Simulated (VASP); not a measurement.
# TiPt3 (Pm-3m) in VASP: a series of runs, part 2 of 3

VASP 6.6.1. Earlier steps stand in the parts before.

### Step 3. Relaxation of cell and atoms, PBEsol, target pressure 10 GPa, at which the enthalpy is minimised

Input file INCAR:

```
SYSTEM = TiPt3
PREC = Accurate
ENCUT = 600
EDIFF = 1E-6
ISMEAR = -1
SIGMA = 0.05
LREAL = .FALSE.
LASPH = .TRUE.
NELM = 60
ALGO = Normal
ISIF = 3
LWAVE = .FALSE.
LCHARG = .FALSE.
GGA = PS
IBRION = 2
NSW = 80
EDIFFG = -0.02
PSTRESS = 100.0
```

Input file KPOINTS:

```
regular mesh
0
G
  7 7 7
  0 0 0
```

Input file POSCAR:

```
TiPt3
1.0
    3.8970000000      0.0000000000      0.0000000000
    0.0000000000      3.8970000000      0.0000000000
    0.0000000000      0.0000000000      3.8970000000
Pt Ti
3 1
Direct
    0.5000000000      0.5000000000      0.0000000000
    0.5000000000      0.0000000000      0.5000000000
    0.0000000000      0.5000000000      0.5000000000
    0.0000000000      0.0000000000      0.0000000000
```

Potentials or basis: VASP PAW PBE potentials, release 64 (Pt, Ti_sv).

Launch:

```console
> cat potpaw_PBE.64/Pt/POTCAR potpaw_PBE.64/Ti_sv/POTCAR > POTCAR
> mpirun -np 1 vasp_std > vasp.out
```

OUTCAR:

```text
SYSTEM = TiPt3
   PREC = Accurate
   ENCUT = 600
   EDIFF = 1E-6
   ISMEAR = -1
   LREAL = .FALSE.
   LASPH = .TRUE.
   NELM = 60
   ISIF = 3
   GGA = PS
   IBRION = 2
   NSW = 80
   EDIFFG = -0.02
   PSTRESS = 100.0

 ion  position               nearest neighbor table
   1  0.500  0.500  0.000-   2 2.76   3 2.76   4 2.76   2 2.76   3 2.76   2 2.76   4 2.76   2 2.76
                             3 2.76   4 2.76   3 2.76   4 2.76
   2  0.500  0.000  0.500-   1 2.76   3 2.76   4 2.76   1 2.76   4 2.76   1 2.76   3 2.76   1 2.76
                             3 2.76   4 2.76   4 2.76   3 2.76
   3  0.000  0.500  0.500-   1 2.76   2 2.76   4 2.76   1 2.76   4 2.76   2 2.76   4 2.76   4 2.76
                             1 2.76   2 2.76   1 2.76   2 2.76
   4  0.000  0.000  0.000-   1 2.76   2 2.76   3 2.76   2 2.76   3 2.76   1 2.76   3 2.76   3 2.76
                             1 2.76   2 2.76   2 2.76   1 2.76

  LATTYP: Found a simple cubic cell.
 ALAT       =     3.8970000000

  Lattice vectors:

 A1 = (   3.8970000000,   0.0000000000,   0.0000000000)
 A2 = (   0.0000000000,   3.8970000000,   0.0000000000)
 A3 = (   0.0000000000,   0.0000000000,   3.8970000000)

Analysis of symmetry for initial positions (statically):
=====================================================================
 Subroutine PRICEL returns:
 Original cell was already a primitive cell.

 Routine SETGRP: Setting up the symmetry group for a
 simple cubic supercell.

 Subroutine GETGRP returns: Found 48 space group operations
 (whereof 48 operations were pure point group operations)
 out of a pool of 48 trial point group operations.

The static configuration has the point symmetry O_h .

Analysis of symmetry for dynamics (positions and initial velocities):
=====================================================================
 Subroutine PRICEL returns:
 Original cell was already a primitive cell.

 Routine SETGRP: Setting up the symmetry group for a
 simple cubic supercell.

 Subroutine GETGRP returns: Found 48 space group operations
 (whereof 48 operations were pure point group operations)
[... 109 lines left out ...]
   POTIM  = 0.5000    time-step for ionic-motion
   TEBEG  =    0.0;   TEEND  =   0.0 temperature during run
   PSTRESS=  100.0 pullay stress
   NELECT =      42.0000    total number of electrons
   NUPDOWN=      -1.0000    fix difference up-down
   EMIN   =  10.00;   EMAX   =-10.00  energy-range for DOS
   EFERMI =   0.00;   METHOD = LEGACY
   ISMEAR =    -1;   SIGMA  =   0.05  broadening in eV -4-tet -1-fermi 0-gaus
   EFERMI_NEDOS =   21; number of points for ismear=-14 and -15
   IALGO  =     38    algorithm
   IMIX   =      4    mixing-type and parameters
     AMIX     =   0.40;   BMIX     =  1.00
     AMIX_MAG =   1.60;   BMIX_MAG =  1.00
  volume/ion in A,a.u.               =      14.80        99.85
  Fermi-wavevector in a.u.,A,eV,Ry     =   1.460251  2.759474 29.012153  2.132333
  Thomas-Fermi vector in A             =   2.576723
   LORBIT       =      0    0 simple, 1 ext, 2 COOP (PROOUT), +10 PAW based schemes
   GGA     = PS    functional components
   LHFCALC =     F    Hartree Fock is set to
   AEXX    =    0.0000 exact exchange contribution
   IVDW    =     0    specifies the selected vdW correction
   LEPSILON=     F    determine dielectric tensor
   LRPA    =     F    only Hartree local field effects (RPA)
 conjugate gradient relaxation of ions
 non-spin polarized calculation
  energy-cutoff  :      600.00
  volume of cell :       59.18
 maximum number of plane-waves:      1991
 NGX is ok and might be reduce to    32
   NGX = 15   NGY = 15   NGZ = 15

--------------------------------------- Ionic step        1  -------------------------------------------

 number of electron      41.9999998 magnetization

 Free energy of the ion-electron system (eV)
  ---------------------------------------------------
  ext. energy  EPLUGINS =         0.00000000
  ---------------------------------------------------
  free energy    TOTEN  =       -32.75811301 eV

  energy without entropy =      -32.74494431  energy(sigma->0) =      -32.75152866

------------------------ aborting loop because EDIFF is reached ----------------------------------------

  FORCE on cell =-STRESS in cart. coord.  units (eV):
  Direction    XX          YY          ZZ          XY          YZ          ZX
  --------------------------------------------------------------------------------------
  -------------------------------------------------------------------------------------
  Total        0.1032505      0.1032505      0.1032505     -0.0000000      0.0000000     -0.0000000
  in kB        2.7951902      2.7951902      2.7951902     -0.0000000      0.0000000     -0.0000000
  external PRESSURE =     -97.2048098 kB  Pullay stress =     100.0000000 kB
[... 107 lines left out ...]
--------------------------------------- Ionic step        4  -------------------------------------------

 number of electron      42.0000009 magnetization

 Free energy of the ion-electron system (eV)
  ---------------------------------------------------
  ext. energy  EPLUGINS =         0.00000000
  ---------------------------------------------------
  free energy    TOTEN  =       -32.69840136 eV

  energy without entropy =      -32.68512339  energy(sigma->0) =      -32.69176238

 E-fermi :  12.3496     XC(G=0): -13.6157

 val. band max:       12.1883379799   @ k =   0.4286   0.0000   0.0000
 cond. band min:      12.3889323884   @ k =   0.0000   0.0000   0.0000
 fundamental gap:      0.2005944084
 Fermi energy:        12.3495775425

 k-point     1 :       0.0000    0.0000    0.0000
  band No.  band energies     occupation
      1     -45.5652      2.00000
      2     -21.9002      2.00000
      3     -21.9002      2.00000
      4     -21.9002      2.00000
      5       1.6920      2.00000
      6       4.4950      2.00000
[... 584 lines left out ...]
  energy  without entropy=      -32.6851233901  energy(sigma->0) =      -32.69176238

  enthalpy is  TOTEN    =       -29.1250714323 eV   P V=        3.5733299289

 reached required accuracy - stopping structural energy minimisation
```

Wall time 1.9 min (1 thread of Intel Xeon Platinum 8259CL at 2.50GHz (Skylake/Cascade Lake), shared host); peak memory 0.21 GiB.

Results:

* Free energy: -32.6984 eV
* Relaxed volume: 14.31 Å³/atom
* Relaxed cell: a = 3.854 Å, b = 3.854 Å, c = 3.854 Å, α = 90.00°, β = 90.00°, γ = 90.00°
* Space group after relaxing (to 0.05 Å): Pm-3m (No. 221)
* Energy change on relaxing (the enthalpy is what falls): +14.9 meV/atom
* Ionic steps: 4
* Pressure after relaxing: 9.9 GPa
* Band gap on the k mesh: zero (band 21 reaches 13.81 eV, above the bottom of band 22 at 12.19 eV)

Step by step:
| step | energy change (eV) | largest force (eV/Å) | pressure (GPa) | volume (Å³) |
| --- | --- | --- | --- | --- |
| 1 | 0.0000 | 0.0000 | 0.28 | 59.18 |
| 2 | 1.0108 | 0.0000 | 49.83 | 51.82 |
| 3 | 0.0556 | 0.0000 | 9.57 | 57.32 |
| 4 | 0.0597 | 0.0000 | 9.93 | 57.25 |

Final structure:
```
Pt Ti
1.0
     3.85414    0.00000    0.00000
     0.00000    3.85414    0.00000
     0.00000    0.00000    3.85414
Pt Ti
3 1
Direct
  0.50000 0.50000 0.00000
  0.50000 0.00000 0.50000
  0.00000 0.50000 0.50000
  0.00000 0.00000 0.00000
```

Caveat: the cell is relaxed towards a set pressure, so the enthalpy falls and the energy may rise; the PAW data sets were made with another functional, which shifts forces and pressure a little; spin-orbit coupling is left out, which moves the levels of the heavy elements.

### Step 4. Relaxation of cell and atoms, PBEsol, target pressure 20 GPa, at which the enthalpy is minimised

Input file INCAR:

```
  PREC = Accurate
  ENCUT = 600
  EDIFF = 1E-6
  ISMEAR = -1
  SIGMA = 0.05
  LREAL = False
  LASPH = True
  NELM = 60
  ALGO = Normal
  ISIF = 3
  LWAVE = False
  LCHARG = False
  GGA = PS
  IBRION = 2
  NSW = 80
  EDIFFG = -0.02
  PSTRESS = 200.0
```

Input file KPOINTS:

```
Automatic mesh
0
Gamma
  7 7 7
```

POSCAR is that of step 3.

Launch:

```console
> cat potpaw_PBE.64/Pt/POTCAR potpaw_PBE.64/Ti_sv/POTCAR > POTCAR
> mpirun -np 1 vasp_std > vasp.out
```

Wall time 2.4 min (1 thread of Intel Xeon Platinum 8259CL at 2.50GHz (Skylake/Cascade Lake), shared host); peak memory 0.2 GiB.

It converged, with:

| Quantity | Value |
| --- | --- |
| Free energy | -32.5429 eV |
| Relaxed volume | 13.89 Å³/atom |
| Relaxed cell | a = 3.816 Å, b = 3.816 Å, c = 3.816 Å, α = 90.00°, β = 90.00°, γ = 90.00° |
| Space group after relaxing (to 0.05 Å) | Pm-3m (No. 221) |
| Energy change on relaxing (the enthalpy is what falls) | +53.8 meV/atom |
| Ionic steps | 5 |
| Pressure after relaxing | 20.0 GPa |
| Band gap on the k mesh | zero (band 21 reaches 14.41 eV, above the bottom of band 22 at 12.74 eV) |

The path:
```
step  energy change (eV)  largest force (eV/Å)  pressure (GPa)  volume (Å³)
   1              0.0000                0.0000            0.28        59.18
   2              4.9900                0.0000          146.13        44.91
   3              0.1775                0.0000           18.00        55.89
   4              0.2041                0.0000           19.43        55.66
   5              0.2152                0.0000           20.01        55.57
```

Final structure:
```
Pt Ti
1.0
     3.81611    0.00000    0.00000
     0.00000    3.81611    0.00000
     0.00000    0.00000    3.81611
Pt Ti
3 1
Direct
  0.50000 0.50000 0.00000
  0.50000 0.00000 0.50000
  0.00000 0.50000 0.50000
  0.00000 0.00000 0.00000
```

Levels at points of the mesh, in eV from the Fermi level:
| k point | band 18 | band 19 | band 20 | band 21 | band 22 | band 23 | band 24 | band 25 |
| --- | --- | --- | --- | --- | --- | --- | --- | --- |
| (0.00, 0.00, 0.00) | 0.06 | 0.06 | 0.06 | 1.49 | 1.49 | 1.49 | 1.52 | 1.52 |

Caveat: the cell is relaxed towards a set pressure, so the enthalpy falls and the energy may rise; the PAW data sets were made with another functional, which shifts forces and pressure a little; spin-orbit coupling is left out, which moves the levels of the heavy elements.

### Step 5. Relaxation of cell and atoms, PBEsol, target pressure 30 GPa, at which the enthalpy is minimised

Input file INCAR:

```
SYSTEM = TiPt3
ALGO     = Normal         ! electronic algorithm
EDIFF    = 1E-6           ! SCF threshold, eV
EDIFFG   = -0.02          ! ionic threshold
ENCUT    = 600            ! plane-wave cutoff, eV
GGA      = PS             ! functional
IBRION   = 2              ! ionic algorithm
ISIF     = 3              ! what is computed and relaxed
ISMEAR   = -1             ! smearing method
LASPH    = .True.         ! aspherical terms in the spheres
LCHARG   = .False.        ! write CHGCAR
LREAL    = .False.        ! projectors in reciprocal space
LWAVE    = .False.        ! write WAVECAR
NELM     = 80             ! most SCF steps
NSW      = 80             ! ionic steps
PREC     = Accurate       ! precision mode
PSTRESS  = 300.0        
SIGMA    = 0.05           ! smearing width, eV
```

Input file KPOINTS:

```
k-points
0
Gamma
  7 7 7
  0 0 0
```

POSCAR is that of step 4.

Potentials or basis: VASP PAW PBE potentials, release 64 (Pt, Ti_sv).

Launch:

```console
> cat potpaw_PBE.64/Pt/POTCAR potpaw_PBE.64/Ti_sv/POTCAR > POTCAR
> mpirun -np 1 vasp_std > vasp.out
```

OUTCAR:

```text
SYSTEM = TiPt3
   EDIFF = 1E-6
   EDIFFG = -0.02
   ENCUT = 600
   GGA = PS
   IBRION = 2
   ISIF = 3
   ISMEAR = -1
   LASPH = .True.
   LREAL = .False.
   NELM = 80
   NSW = 80
   PREC = Accurate
   PSTRESS = 300.0

 ion  position               nearest neighbor table
   1  0.500  0.500  0.000-   2 2.76   3 2.76   4 2.76   2 2.76   3 2.76   2 2.76   4 2.76   2 2.76
                             3 2.76   4 2.76   3 2.76   4 2.76
   2  0.500  0.000  0.500-   1 2.76   3 2.76   4 2.76   1 2.76   4 2.76   1 2.76   3 2.76   1 2.76
                             3 2.76   4 2.76   4 2.76   3 2.76
   3  0.000  0.500  0.500-   1 2.76   2 2.76   4 2.76   1 2.76   4 2.76   2 2.76   4 2.76   4 2.76
                             1 2.76   2 2.76   1 2.76   2 2.76
   4  0.000  0.000  0.000-   1 2.76   2 2.76   3 2.76   2 2.76   3 2.76   1 2.76   3 2.76   3 2.76
                             1 2.76   2 2.76   2 2.76   1 2.76

  LATTYP: Found a simple cubic cell.
 ALAT       =     3.8970000000

  Lattice vectors:

 A1 = (   3.8970000000,   0.0000000000,   0.0000000000)
 A2 = (   0.0000000000,   3.8970000000,   0.0000000000)
 A3 = (   0.0000000000,   0.0000000000,   3.8970000000)

Analysis of symmetry for initial positions (statically):
=====================================================================
 Subroutine PRICEL returns:
[... 160 lines left out ...]

--------------------------------------- Ionic step        1  -------------------------------------------

 number of electron      41.9999998 magnetization

 Free energy of the ion-electron system (eV)
  ---------------------------------------------------
  ext. energy  EPLUGINS =         0.00000000
  ---------------------------------------------------
  free energy    TOTEN  =       -32.75811301 eV

  energy without entropy =      -32.74494431  energy(sigma->0) =      -32.75152866

------------------------ aborting loop because EDIFF is reached ----------------------------------------

  FORCE on cell =-STRESS in cart. coord.  units (eV):
  Direction    XX          YY          ZZ          XY          YZ          ZX
  --------------------------------------------------------------------------------------
  -------------------------------------------------------------------------------------
  Total        0.1032505      0.1032505      0.1032505     -0.0000000      0.0000000     -0.0000000
  in kB        2.7951902      2.7951902      2.7951902     -0.0000000      0.0000000     -0.0000000
  external PRESSURE =    -297.2048098 kB  Pullay stress =     300.0000000 kB
[... 147 lines left out ...]
--------------------------------------- Ionic step        5  -------------------------------------------

 number of electron      42.0000000 magnetization

 Free energy of the ion-electron system (eV)
  ---------------------------------------------------
  ext. energy  EPLUGINS =         0.00000000
  ---------------------------------------------------
  free energy    TOTEN  =       -32.32117861 eV

  energy without entropy =      -32.30855800  energy(sigma->0) =      -32.31486831

 E-fermi :  13.4333     XC(G=0): -13.9431

 val. band max:       13.2479828742   @ k =   0.1429   0.1429   0.1429
 cond. band min:      13.4512665001   @ k =   0.4286   0.1429   0.1429
 fundamental gap:      0.2032836259
 Fermi energy:        13.4333276983

 k-point     1 :       0.0000    0.0000    0.0000
  band No.  band energies     occupation
      1     -44.4182      2.00000
      2     -20.7773      2.00000
      3     -20.7773      2.00000
      4     -20.7773      2.00000
      5       2.1835      2.00000
      6       4.9242      2.00000
[... 584 lines left out ...]
  energy  without entropy=      -32.3085580035  energy(sigma->0) =      -32.31486831

  enthalpy is  TOTEN    =       -22.1824750758 eV   P V=       10.1387035372

 reached required accuracy - stopping structural energy minimisation
```

CONTCAR:

```text
TiPt3
   1.00000000000000
     3.7831821387790430   -0.0000000000000000   -0.0000000000000000
    -0.0000000000000000    3.7831821387790430   -0.0000000000000000
     0.0000000000000000    0.0000000000000000    3.7831821387790430
  Pt              Ti
     3     1
Direct
     0.5000000000000000    0.5000000000000000    0.0000000000000000
     0.5000000000000000    0.0000000000000000    0.5000000000000000
     0.0000000000000000    0.5000000000000000    0.5000000000000000
     0.0000000000000000    0.0000000000000000    0.0000000000000000

  0.00000000E+00  0.00000000E+00  0.00000000E+00
  0.00000000E+00  0.00000000E+00  0.00000000E+00
  0.00000000E+00  0.00000000E+00  0.00000000E+00
  0.00000000E+00  0.00000000E+00  0.00000000E+00
```

Run time: 2.3 min. Hardware: 1 thread of Intel Xeon Platinum 8259CL at 2.50GHz (Skylake/Cascade Lake), shared host; peak memory 0.21 GiB.

Results:

```
Free energy                                            : -32.3212 eV
Relaxed volume                                         : 13.54 Å³/atom
Relaxed cell                                           : a = 3.783 Å, b = 3.783 Å, c = 3.783 Å, α = 90.00°, β = 90.00°, γ = 90.00°
Space group after relaxing (to 0.05 Å)                 : Pm-3m (No. 221)
Energy change on relaxing (the enthalpy is what falls) : +109.2 meV/atom
Ionic steps                                            : 5
Pressure after relaxing                                : 30.0 GPa
Band gap on the k mesh                                 : zero (band 21 reaches 14.92 eV, above the bottom of band 22 at 13.23 eV)
```

The path:
```tsv
step	energy change (eV)	largest force (eV/Å)	pressure (GPa)	volume (Å³)
1	0.0000	0.0000	0.28	59.18
2	13.7457	0.0000	321.52	38.65
3	0.3153	0.0000	24.88	54.86
4	0.3879	0.0000	28.02	54.42
5	0.4369	0.0000	30.03	54.15
```

Final structure:
```yaml
crystal:
  lattice:
    - [3.78318, 0.00000, 0.00000]
    - [0.00000, 3.78318, 0.00000]
    - [0.00000, 0.00000, 3.78318]
  atoms:
    - { symbol: Pt, position: [0.50000, 0.50000, 0.00000] }
    - { symbol: Pt, position: [0.50000, 0.00000, 0.50000] }
    - { symbol: Pt, position: [0.00000, 0.50000, 0.50000] }
    - { symbol: Ti, position: [0.00000, 0.00000, 0.00000] }
```

Caveat: the cell is relaxed towards a set pressure, so the enthalpy falls and the energy may rise; the PAW data sets were made with another functional, which shifts forces and pressure a little; spin-orbit coupling is left out, which moves the levels of the heavy elements.

### Step 6. Single point, PBEsol

Input file INCAR:

```
SYSTEM = TiPt3
PREC     = Accurate       ! precision mode
ENCUT    = 520            ! plane-wave cutoff, eV
EDIFF    = 1E-7           ! SCF threshold, eV
ISMEAR   = -1             ! smearing method
SIGMA    = 0.05           ! smearing width, eV
LREAL    = .FALSE.        ! projectors in reciprocal space
LASPH    = .TRUE.         ! aspherical terms in the spheres
NELM     = 80             ! most SCF steps
ALGO     = Normal         ! electronic algorithm
ISIF     = 2              ! what is computed and relaxed
LWAVE    = .FALSE.        ! write WAVECAR
LCHARG   = .FALSE.        ! write CHGCAR
GGA      = PS             ! functional
NBANDS   = 29             ! bands
```

Input file KPOINTS:

```
regular mesh
0
G
  5 5 5
  0 0 0
```

POSCAR is that of step 5.

Potentials or basis: VASP PAW PBE potentials, release 64 (Pt, Ti_sv).

Launch:

```console
> cat potpaw_PBE.64/Pt/POTCAR potpaw_PBE.64/Ti_sv/POTCAR > POTCAR
> mpirun -np 1 vasp_std > vasp.out
```

It took 51 s on 1 thread of Intel Xeon 6975P-C, shared host; peak memory 0.17 GiB.

It converged, with:

| Quantity | Value |
| --- | --- |
| Free energy | -32.7558 eV |
| Pressure | 0.1 GPa |
| Band gap on the k mesh | zero (band 21 reaches 13.12 eV, above the bottom of band 22 at 11.68 eV) |

Levels at points of the mesh, in eV from the Fermi level:
| k point | band 19 | band 20 | band 21 | band 22 | band 23 | band 24 |
| --- | --- | --- | --- | --- | --- | --- |
| (0.00, 0.00, 0.00) | 0.01 | 0.01 | 1.39 | 1.39 | 1.52 | 1.52 |

Caveat: the PAW data sets were made with another functional, which shifts forces and pressure a little; spin-orbit coupling is left out, which moves the levels of the heavy elements.

(Part 2 of 3 ends here.)
